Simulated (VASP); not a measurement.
# CdSe (P6_3mc) in VASP: further runs

The runs below take CdSe through dielectric tensor, elastic constants, with revPBE+D3(BJ), PBEsol.

All numbers are computed with VASP 6.6.1; they aren't measurements. Logs are shortened: lines on timing, memory, paths and dates and some standing lists are left out, and cuts for length are marked.

## (1) The cell of the first run

It takes space group P6_3mc (No. 186, hexagonal). The conventional cell has a = 4.300 Å, b = 4.300 Å, c = 7.020 Å, α = 90.00°, β = 90.00°, γ = 120.00°. Within 3.4 Å of Cd (site symmetry 3m) lie 4 Se at 2.61 to 2.70 Å. Within 3.4 Å of Se (site symmetry 3m) lie 4 Cd at 2.61 to 2.70 Å.

## (2) Dielectric tensor, revPBE+D3(BJ)

The input, INCAR:

```
SYSTEM = CdSe
  PREC = Accurate
  ENCUT = 400
  EDIFF = 1E-8
  ISMEAR = 0
  SIGMA = 0.01
  LREAL = .FALSE.
  LASPH = .TRUE.
  NELM = 120
  ALGO = Normal
  ISIF = 2
  LWAVE = .FALSE.
  LCHARG = .FALSE.
  GGA = RE
  IVDW = 12
  LEPSILON = .TRUE.
  GGA_COMPAT = .FALSE.
```

The input, KPOINTS:

```
regular mesh
0
G
  7 7 4
  0 0 0
```

The input, POSCAR:

```
CdSe
1.0
    4.3000000000      0.0000000000      0.0000000000
   -2.1500000000      3.7239092363      0.0000000000
    0.0000000000      0.0000000000      7.0200000000
Cd Se
2 2
Direct
    0.6666666667      0.3333333333      0.5000000000
    0.3333333333      0.6666666667      0.0000000000
    0.6666666667      0.3333333333      0.8850000000
    0.3333333333      0.6666666667      0.3850000000
```

Potentials or basis: VASP PAW PBE potentials, release 64 (Cd, Se).

Run with:

```console
$ cat potpaw_PBE.64/Cd/POTCAR potpaw_PBE.64/Se/POTCAR > POTCAR
$ mpirun -np 1 vasp_std > vasp.out
```

OUTCAR:

```text
SYSTEM = CdSe
   PREC = Accurate
   ENCUT = 400
   EDIFF = 1E-8
   ISMEAR = 0
   LREAL = .FALSE.
   LASPH = .TRUE.
   NELM = 120
   ISIF = 2
   GGA = RE
   IVDW = 12
   LEPSILON = .TRUE.
 IVDW          = 12

 ion  position               nearest neighbor table
   1  0.667  0.333  0.500-   4 2.61   4 2.61   4 2.61   3 2.70
   2  0.333  0.667  0.000-   3 2.61   3 2.61   3 2.61   4 2.70
   3  0.667  0.333  0.885-   2 2.61   2 2.61   2 2.61   1 2.70
   4  0.333  0.667  0.385-   1 2.61   1 2.61   1 2.61   2 2.70

  LATTYP: Found a hexagonal cell.
 ALAT       =     4.3000000000
 C/A-ratio  =     1.6325581395

  Lattice vectors:

 A1 = (   4.3000000000,   0.0000000000,   0.0000000000)
 A2 = (  -2.1500000000,   3.7239092363,   0.0000000000)
 A3 = (   0.0000000000,   0.0000000000,   7.0200000000)

Analysis of symmetry for initial positions (statically):
=====================================================================
 Subroutine PRICEL returns:
 Original cell was already a primitive cell.

 Routine SETGRP: Setting up the symmetry group for a
 hexagonal supercell.

 Subroutine GETGRP returns: Found 12 space group operations
 (whereof  6 operations were pure point group operations)
 out of a pool of 24 trial point group operations.

The static configuration has the point symmetry C_3v.
 The point group associated with its full space group is C_6v.

Analysis of symmetry for dynamics (positions and initial velocities):
=====================================================================
 Subroutine PRICEL returns:
 Original cell was already a primitive cell.

 Routine SETGRP: Setting up the symmetry group for a
 hexagonal supercell.

 Subroutine GETGRP returns: Found 12 space group operations
 (whereof  6 operations were pure point group operations)
 out of a pool of 24 trial point group operations.

The dynamic configuration has the point symmetry C_3v.
 The point group associated with its full space group is C_6v.

 Subroutine INISYM returns: Found 12 space group operations
 (whereof  6 operations are pure point group operations),
 and found     1 'primitive' translations

----------------------------------------------------------------------------------------

                                     Primitive cell

  volume of cell :     112.4099

  direct lattice vectors                    reciprocal lattice vectors
     4.300000000  0.000000000  0.000000000     0.232558140  0.134267504  0.000000000
    -2.150000000  3.723909236  0.000000000     0.000000000  0.268535009  0.000000000
     0.000000000  0.000000000  7.020000000     0.000000000  0.000000000  0.142450142

  length of vectors
     4.300000000  4.300000000  7.020000000     0.268535009  0.268535009  0.142450142

  position of ions in fractional coordinates (direct lattice)
     0.666666667  0.333333333  0.500000000
     0.333333333  0.666666667  0.000000000
     0.666666667  0.333333333  0.885000000
     0.333333333  0.666666667  0.385000000

  ion indices of the primitive-cell ions
   primitive index   ion index
                 1           1
                 2           2
                 3           3
                 4           4

----------------------------------------------------------------------------------------

 KPOINTS: regular mesh

Automatic generation of k-mesh.
 Grid dimensions read from file:
 generate k-points for:    7    7    4

 Generating k-lattice:

  Cartesian coordinates                     Fractional coordinates (reciprocal lattice)
     0.033222591  0.019181072  0.000000000     0.142857143  0.000000000  0.000000000
     0.000000000  0.038362144  0.000000000     0.000000000  0.142857143  0.000000000
     0.000000000  0.000000000  0.035612536     0.000000000  0.000000000  0.250000000

  Length of vectors
     0.038362144  0.038362144  0.035612536

  Shift w.r.t. Gamma in fractional coordinates (k-lattice)
     0.000000000  0.000000000  0.000000000

 Subroutine IBZKPT returns following result:
 ===========================================

 Found     24 irreducible k-points:

 Following reciprocal coordinates:
            Coordinates               Weight
  0.000000  0.000000  0.000000      1.000000
  0.142857  0.000000  0.000000      6.000000
  0.285714 -0.000000  0.000000      6.000000
  0.428571 -0.000000  0.000000      6.000000
  0.142857  0.142857  0.000000      6.000000
  0.285714  0.142857  0.000000     12.000000
[... 16 lines left out ...]
  0.428571  0.142857  0.500000      6.000000
  0.285714  0.285714  0.500000      6.000000
   k-points           NKPTS =     24   k-points in BZ     NKDIM =     24   number of bands    NBANDS=     22
   number of dos      NEDOS =    301   number of ions     NIONS =      4
   total plane-waves  NPLWV =  37632
   dimension x,y,z NGX =    28 NGY =   28 NGZ =   48
   dimension x,y,z NGXF=    56 NGYF=   56 NGZF=   96
   ions per type =               2   2
   NGX,Y,Z   is equivalent  to a cutoff of  10.83, 10.83, 11.37 a.u.
   NGXF,Y,Z  is equivalent  to a cutoff of  21.65, 21.65, 22.73 a.u.
 SYSTEM =  CdSe
   PREC   = accura    normal or accurate (medium, high low for compatibility)
   ISTART =      0    job   : 0-new  1-cont  2-samecut
   ICHARG =      2    charge: 1-file 2-atom 10-const
   ISPIN  =      1    spin polarized calculation?
   LNONCOLLINEAR =      F non collinear calculations
   LSORBIT =      F    spin-orbit coupling
   LASPH  =      T    aspherical Exc in radial PAW
   ENCUT  =  400.0 eV  29.40 Ry    5.42 a.u.   7.01  7.01 11.45*2*pi/ulx,y,z
   NELM   =    120;   NELMIN=  2; NELMDL= -5     # of ELM steps
   EDIFF  = 0.1E-07   stopping-criterion for ELM
   LREAL  =      F    real-space projection
   EDIFFG = 0.1E-06   stopping-criterion for IOM
   NSW    =      0    number of steps for IOM
   IBRION =     -1    ionic relax: 0-MD 1-quasi-New 2-CG
   NFREE  =      0    steps in history (QN), initial steepest desc. (CG)
   ISIF   =      2    stress and relaxation
   ISYM   =      2    0-nonsym 1-usesym 2-fastsym
   POTIM  = 0.5000    time-step for ionic-motion
   TEBEG  =    0.0;   TEEND  =   0.0 temperature during run
   PSTRESS=    0.0 pullay stress
   NELECT =      36.0000    total number of electrons
   NUPDOWN=      -1.0000    fix difference up-down
   EMIN   =  10.00;   EMAX   =-10.00  energy-range for DOS
   EFERMI =   0.00;   METHOD = LEGACY
   ISMEAR =     0;   SIGMA  =   0.01  broadening in eV -4-tet -1-fermi 0-gaus
   EFERMI_NEDOS =   21; number of points for ismear=-14 and -15
   IALGO  =     38    algorithm
   IMIX   =      4    mixing-type and parameters
     AMIX     =   0.40;   BMIX     =  1.00
     AMIX_MAG =   1.60;   BMIX_MAG =  1.00
  volume/ion in A,a.u.               =      28.10       189.64
  Fermi-wavevector in a.u.,A,eV,Ry     =   1.120059  2.116604 17.068937  1.254531
  Thomas-Fermi vector in A             =   2.256702
   LORBIT       =      0    0 simple, 1 ext, 2 COOP (PROOUT), +10 PAW based schemes
   GGA     = RE    functional components
   LHFCALC =     F    Hartree Fock is set to
   AEXX    =    0.0000 exact exchange contribution
   IVDW    =    12    specifies the selected vdW correction
   LEPSILON=     T    determine dielectric tensor
   LRPA    =     F    only Hartree local field effects (RPA)
 non-spin polarized calculation
 Gauss-broadening in eV      SIGMA  =   0.01
  energy-cutoff  :      400.00
  volume of cell :      112.41
 maximum number of plane-waves:      2053
 NGX is ok and might be reduce to    28
   NGX = 13   NGY = 13   NGZ = 23

--------------------------------------- Ionic step        1  -------------------------------------------

 number of electron      35.9999993 magnetization

 E-fermi :   1.1200     XC(G=0):  -8.7066

 val. band max:        1.0264906450   @ k =   0.0000   0.0000   0.0000
 cond. band min:       1.8558052072   @ k =   0.0000   0.0000   0.0000
 fundamental gap:      0.8293145622
 Fermi energy:         1.1199990222

 k-point     1 :       0.0000    0.0000    0.0000
  band No.  band energies     occupation
      1     -11.5342      2.00000
      2     -11.1724      2.00000
      3      -6.9098      2.00000
      4      -6.9098      2.00000
      5      -6.8540      2.00000
      6      -6.8540      2.00000
[... 589 lines left out ...]
     21       6.8951      0.00000
     22       6.8951      0.00000

  FORCE on cell =-STRESS in cart. coord.  units (eV):
  Direction    XX          YY          ZZ          XY          YZ          ZX
  --------------------------------------------------------------------------------------
  -------------------------------------------------------------------------------------
  Total       0.70989     0.70989    -0.81633     0.00000     0.00000     0.00000
  in kB      10.11804    10.11804   -11.63511     0.00000     0.00000     0.00000
  external pressure =        2.87 kB  Pullay stress =        0.00 kB

 VOLUME and BASIS-vectors are now :
 -----------------------------------------------------------------------------
  energy-cutoff  :      400.00
  volume of cell :      112.41
      direct lattice vectors                 reciprocal lattice vectors
     4.300000000  0.000000000  0.000000000     0.232558140  0.134267504  0.000000000
    -2.150000000  3.723909236  0.000000000     0.000000000  0.268535009  0.000000000
     0.000000000  0.000000000  7.020000000     0.000000000  0.000000000  0.142450142

 POSITION                                       TOTAL-FORCE (eV/Angst)
 -----------------------------------------------------------------------------------
      2.15000      1.24130      3.51000        -0.000000      0.000000      0.298343
     -0.00000      2.48261      0.00000         0.000000     -0.000000      0.298343
      2.15000      1.24130      6.21270        -0.000000      0.000000     -0.298343
     -0.00000      2.48261      2.70270         0.000000     -0.000000     -0.298343
 -----------------------------------------------------------------------------------
    total drift:                               -0.000000     -0.000000      0.000127

  FREE ENERGIE OF THE ION-ELECTRON SYSTEM (eV)
  ---------------------------------------------------
  free  energy   TOTEN  =       -12.1634642355 eV

  energy  without entropy=      -12.1634642355  energy(sigma->0) =      -12.16346424

 HEAD OF MICROSCOPIC STATIC DIELECTRIC TENSOR (INDEPENDENT PARTICLE, excluding Hartree and local field effects)
 ------------------------------------------------------
           9.125989     0.000000     0.000000
           0.000000     9.125989    -0.000000
           0.000000     0.000000     9.042185
 ------------------------------------------------------

 Free energy of the ion-electron system (eV)
  ---------------------------------------------------
  ---------------------------------------------------
  free energy    TOTEN  =        -2.64473004 eV

  energy without entropy =       -2.64473004

------------------------ aborting loop because EDIFF is reached ----------------------------------------

 Edisp (eV)   -2.44882

 E8    (eV) :    -1.6997
[... 7 lines left out ...]
 E8    (eV) :    -1.6997

--------------------------------------- Ionic step        3  -------------------------------------------

 Free energy of the ion-electron system (eV)
  ---------------------------------------------------
  ---------------------------------------------------
  free energy    TOTEN  =        -2.63210686 eV

  energy without entropy =       -2.63210686

------------------------ aborting loop because EDIFF is reached ----------------------------------------

 Edisp (eV)   -2.44882

 E8    (eV) :    -1.6997

 PIEZOELECTRIC TENSOR FIELD DIRECTION 3  (e Angst)
 -----------------------------------------------------------------------------
     2.43293  0.00000  0.00000           ( -0.03020  0.00000  0.00000)
     0.00000  2.43293 -0.00000           (  0.00000 -0.03020  0.00000)
     0.00000 -0.00000 -5.54699           (  0.00000  0.00000  0.07421)

 PIEZOELECTRIC TENSOR FIELD DIRECTION 3  (C/m^2)
 -----------------------------------------------------------------------------
     0.34676  0.00000  0.00000
     0.00000  0.34676 -0.00000
     0.00000 -0.00000 -0.79061

 MACROSCOPIC STATIC DIELECTRIC TENSOR (including local field effects in DFT)
 ------------------------------------------------------
           8.851189    -0.000000     0.000000
           0.000000     8.851189     0.000000
           0.000000     0.000000     8.797611
 ------------------------------------------------------

 PIEZOELECTRIC TENSOR (including local field effects)  for field in x, y, z        (e  Angst)
          XX          YY          ZZ          XY          YZ          ZX
  --------------------------------------------------------------------------------
  x     0.00000    -0.00000     0.00000     0.00000     0.00000     2.46707
  y     0.00000    -0.00000     0.00000     0.00000     2.46707     0.00000
  z     2.43293     2.43293    -5.54699     0.00000     0.00000     0.00000

 PIEZOELECTRIC TENSOR (including local field effects)  for field in x, y, z        (C/m^2)
          XX          YY          ZZ          XY          YZ          ZX
  --------------------------------------------------------------------------------
  x     0.00000    -0.00000     0.00000     0.00000     0.00000     0.35163
  y     0.00000    -0.00000     0.00000     0.00000     0.35163     0.00000
  z     0.34676     0.34676    -0.79061     0.00000     0.00000     0.00000

 BORN EFFECTIVE CHARGES (including local field effects) (in |e|, cummulative output)
 ---------------------------------------------------------------------------------
 ion    1
    1     2.24015     0.00000     0.00000
    2     0.00000     2.24015     0.00000
    3     0.00000     0.00000     2.30991
 ion    2
    1     2.24015     0.00000     0.00000
    2    -0.00000     2.24015     0.00000
    3     0.00000     0.00000     2.30991
 ion    3
    1    -2.24015     0.00000     0.00000
    2     0.00000    -2.24015     0.00000
    3     0.00000     0.00000    -2.30991
 ion    4
    1    -2.24015    -0.00000     0.00000
    2     0.00000    -2.24015     0.00000
    3     0.00000     0.00000    -2.30991
```

Run time: 4.8 min. Hardware: 1 thread of Intel Xeon 6975P-C (Granite Rapids), shared host; peak memory 0.4 GiB.

What came out:

```yaml
Band_gap_on_the_k_mesh: 0.83 eV
Electronic_dielectric_tensor_diagonal: 8.85, 8.85, 8.80
Born_charges_mean_of_the_diagonal: Cd +2.26; Se -2.26 e
Dispersion_energy_per_atom: -0.612 eV
```

Levels at points of the mesh, in eV from the valence-band top:
| k point | band 16 | band 17 | band 18 | band 19 | band 20 | band 21 |
| --- | --- | --- | --- | --- | --- | --- |
| (0.00, 0.00, 0.00) | -0.01 | 0.00 | 0.00 | 0.83 | 2.21 | 5.94 |
| (0.00, 0.00, 0.50) | -0.37 | -0.37 | -0.37 | 2.43 | 2.43 | 5.93 |

Electronic dielectric tensor:
```
8.85 0.00 0.00
0.00 8.85 0.00
0.00 0.00 8.80
```

Born effective charge tensors (e):
atom 1, Cd
```
2.24 0.00 0.00
0.00 2.24 0.00
0.00 0.00 2.31
```
atom 2, Cd
```
2.24 0.00 0.00
0.00 2.24 0.00
0.00 0.00 2.31
```
atom 3, Se
```
-2.24  0.00  0.00
 0.00 -2.24  0.00
 0.00  0.00 -2.31
```
atom 4, Se
```
-2.24  0.00  0.00
 0.00 -2.24  0.00
 0.00  0.00 -2.31
```

Caveat: three body term missing; the PAW data sets were made with another functional, which shifts forces and pressure a little.

## (3) Elastic constants, PBEsol

The input, INCAR:

```
SYSTEM = CdSe
  PREC = Accurate
  ENCUT = 600
  EDIFF = 1E-8
  ISMEAR = 0
  SIGMA = 0.01
  LREAL = .FALSE.
  LASPH = .TRUE.
  NELM = 100
  ALGO = Normal
  ISIF = 3
  LWAVE = .FALSE.
  LCHARG = .FALSE.
  GGA = PS
  NBANDS = 26
  IBRION = 6
  NFREE = 2
  POTIM = 0.015
  NSW = 1
```

The input, KPOINTS:

```
regular mesh
0
G
  5 5 3
  0 0 0
```

POSCAR is that of step 2.

Potentials or basis: VASP PAW PBE potentials, release 64 (Cd, Se).

Run with:

```console
$ cat potpaw_PBE.64/Cd/POTCAR potpaw_PBE.64/Se/POTCAR > POTCAR
$ mpirun -np 1 vasp_std > vasp.out
```

It took 9.5 min on 1 thread of AMD EPYC 9R45 (Zen 5), shared host; peak memory 0.4 GiB.

Results (log left out):

| Quantity | Value |
| --- | --- |
| Elastic constants C11, C12, C44 | 76, 48, 13 GPa |
| Voigt bulk modulus | 53 GPa |
| Highest phonon frequency at Γ, LO-TO splitting left out | 184 cm⁻¹ |

Phonon frequencies in cm⁻¹ (negative: imaginary):
| q point | frequencies |
| --- | --- |
| (0.000, 0.000, 0.000) | 0 0 0 37 37 114 145 168 183 183 184 184 |

Elastic tensor in Voigt notation (GPa, in the Cartesian axes of the cell as first typed):
```
76 48 39  0  0  0
48 76 39  0  0  0
39 39 73  0  0  0
 0  0  0 13  0  0
 0  0  0  0 13  0
 0  0  0  0  0 14
```

Clamped-ion elastic tensor (GPa):
```
113  36  23   0   0   0
 36 113  23   0   0   0
 23  23  94   0   0   0
  0   0   0  21   0   0
  0   0   0   0  21   0
  0   0   0   0   0  38
```

Caveat: the PAW data sets were made with another functional, which shifts forces and pressure a little.
